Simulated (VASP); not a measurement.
Write the native input for VASP 6.6.1 that does the following.

```
Task                            : G0W0 quasiparticle levels
Functional                      : PBE
Potentials or basis             : VASP PAW PBE potentials, release 64 (C_GW)
Cutoff                          : 500 eV
k mesh                          : 2 × 2 × 2
Occupations                     : gaussian, width 0.01 eV
Spin                            : no spin polarisation
Dipole correction               : no
GW scheme                       : G0W0
GW iterations                   : 1
Cutoff of the response function : 200
Frequency points                : 48
Empty bands                     : 440
Further INCAR settings          : ALGO = EVGW0; EDIFF = 1e-08; NBANDS = 444
```

Crystal: C.

```
C
1.0
     0.00000    1.78350    1.78350
     1.78350    0.00000    1.78350
     1.78350    1.78350    0.00000
C
2
Direct
  0.00000 0.00000 0.00000
  0.25000 0.25000 0.25000
```

The input as run:

POSCAR

```
C
1.0
    0.0000000000      1.7835000000      1.7835000000
    1.7835000000      0.0000000000      1.7835000000
    1.7835000000      1.7835000000      0.0000000000
C
2
Direct
    0.0000000000      0.0000000000      0.0000000000
    0.2500000000      0.2500000000      0.2500000000
```

INCAR.step1

```
  PREC = Accurate
  ENCUT = 500
  EDIFF = 1E-8
  ISMEAR = 0
  SIGMA = 0.01
  LREAL = F
  LASPH = T
  NELM = 60
  ALGO = Normal
  LWAVE = T
  LCHARG = F
  GGA = PE
```

INCAR.step2

```
  PREC = Accurate
  ENCUT = 500
  EDIFF = 1E-8
  ISMEAR = 0
  SIGMA = 0.01
  LREAL = F
  LASPH = T
  NELM = 1
  ALGO = Exact
  LWAVE = T
  LCHARG = F
  GGA = PE
  NBANDS = 444
  LOPTICS = T
  ISTART = 1
```

INCAR.step3

```
  PREC = Accurate
  ENCUT = 500
  EDIFF = 1E-8
  ISMEAR = 0
  SIGMA = 0.01
  LREAL = F
  LASPH = T
  ALGO = EVGW0
  LWAVE = F
  LCHARG = F
  GGA = PE
  NELMGW = 1
  NBANDS = 444
  ENCUTGW = 200
  NOMEGA = 48
  PRECFOCK = Fast
  ISTART = 1
  NBANDSGW = 12
```

KPOINTS

```
regular mesh
0
Gamma
  2 2 2
```

Potentials or basis: VASP PAW PBE potentials, release 64 (C_GW).

Run with:

```bash
$ cat potpaw_PBE.64/C_GW/POTCAR > POTCAR
$ cp INCAR.step1 INCAR
$ mpirun -np 1 vasp_std > vasp.out
$ cp INCAR.step2 INCAR
$ mpirun -np 1 vasp_std > vasp.out
$ cp INCAR.step3 INCAR
$ mpirun -np 1 vasp_std > vasp.out
```

Results of the run:

| Quantity | Value |
| --- | --- |
| Quasiparticle gap | 5.38 eV |
| Least direct quasiparticle gap | 7.01 eV |
| Band gap of the starting levels on the mesh | 4.56 eV |
| Least direct gap of the starting levels on the mesh | 5.50 eV |

Caveat: the k points lie up to 1.53 Å⁻¹ apart, too coarse for converged energies, forces and pressures; bands, screening cutoff and mesh are small and nothing is extrapolated, so the quasiparticle values aren't converged.

Wall time 4.2 s on 1 thread of Intel(R) Xeon(R) 6975P-C (Granite Rapids) (shared host), peak memory 0.14 GiB.
